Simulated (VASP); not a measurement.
A run of VASP 6.6.1 is set up as follows.

File INCAR:

```
SYSTEM = RbCl
PREC = Accurate ; ENCUT = 500
EDIFF = 1E-6 ; ISMEAR = 0
SIGMA = 0.01 ; LREAL = .FALSE.
LASPH = .TRUE. ; NELM = 120
ALGO = Normal ; ISIF = 2
LWAVE = .FALSE. ; LCHARG = .FALSE.
NBANDS = 15 ; GGA_COMPAT = .FALSE.
```

File KPOINTS:

```
Automatic mesh
0
G
  6 6 6
  0 0 0
```

The input POSCAR:

```
RbCl
1.0
   -0.0159427095      3.1805705484      3.1805705484
    3.1805705484     -0.0159427095      3.1805705484
    3.1805705484      3.1805705484     -0.0159427095
Rb Cl
1 1
Direct
    0.0000000000      0.0000000000      0.0000000000
    0.5000000000      0.5000000000      0.5000000000
```

Potentials or basis: VASP PAW LDA potentials, release 64 (Rb_sv, Cl).

Run with:

```bash
$ cat potpaw_LDA.64/Rb_sv/POTCAR potpaw_LDA.64/Cl/POTCAR > POTCAR
$ mpirun -np 1 vasp_std > vasp.out
```

Question: What does it give for the pressure?

Answer: 0.0 GPa.

Question: What does it give for the band gap on the k mesh?

Answer: 4.85 eV, direct.

Caveat: the cell differs from its parent crystal (equal xy, yz and zx engineering shears of -0.5 %).
